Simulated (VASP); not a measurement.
Input of a VASP 6.6.1 run:

File INCAR:

```
SYSTEM = SrTiO3
  ALGO = Normal
  EDIFF = 1E-6
  ENCUT = 520
  GGA = PS
  ISIF = 2
  ISMEAR = 0
  LASPH = .TRUE.
  LCHARG = .FALSE.
  LREAL = .FALSE.
  LWAVE = .FALSE.
  NBANDS = 28
  NELM = 80
  PREC = Accurate
  SIGMA = 0.05
```

File KPOINTS:

```
k-points
0
G
  8 8 8
  0 0 0
```

POSCAR

```
SrTiO3
1.0
    3.8911201355      0.0000000000      0.0000000000
    0.0000000000      3.8911201355      0.0000000000
    0.0000000000      0.0000000000      3.8911201355
Sr Ti O
1 1 3
Direct
    0.0000000000     -0.0090861597     -0.0090861597
    0.5000000000      0.5000000000      0.5000000000
    0.0000000000      0.5000000000      0.5000000000
    0.5000000000      0.0000000000      0.5000000000
    0.5000000000      0.5000000000      0.0000000000
```

Potentials or basis: VASP PAW PBE potentials, release 64 (Sr_sv, Ti_sv, O).

The run is started by

```sh
$ cat potpaw_PBE.64/Sr_sv/POTCAR potpaw_PBE.64/Ti_sv/POTCAR potpaw_PBE.64/O/POTCAR > POTCAR
$ mpirun -np 1 vasp_std > vasp.out
```

Question: Predict the band gap on the k mesh.

Answer: 1.82 eV (least direct gap 2.17 eV).

Question: Estimate the pressure.

Answer: 0.7 GPa.

Question: Estimate the largest force.

Answer: 0.186 eV/Å.

Forces in eV/Å, atoms in the order of the input:
```
Sr   0.000  0.131  0.131
Ti   0.000 -0.107 -0.107
O    0.000  0.008  0.008
O    0.000 -0.042  0.009
O    0.000  0.009 -0.042
```

Caveat: the cell differs from its parent crystal (all Sr atoms moved +0.050 Å, as atom 1 towards its neighbour atom 3 (O) at 2.751 Å); the PAW data sets were made with another functional, which shifts forces and pressure a little. A k mesh can miss the band edges.
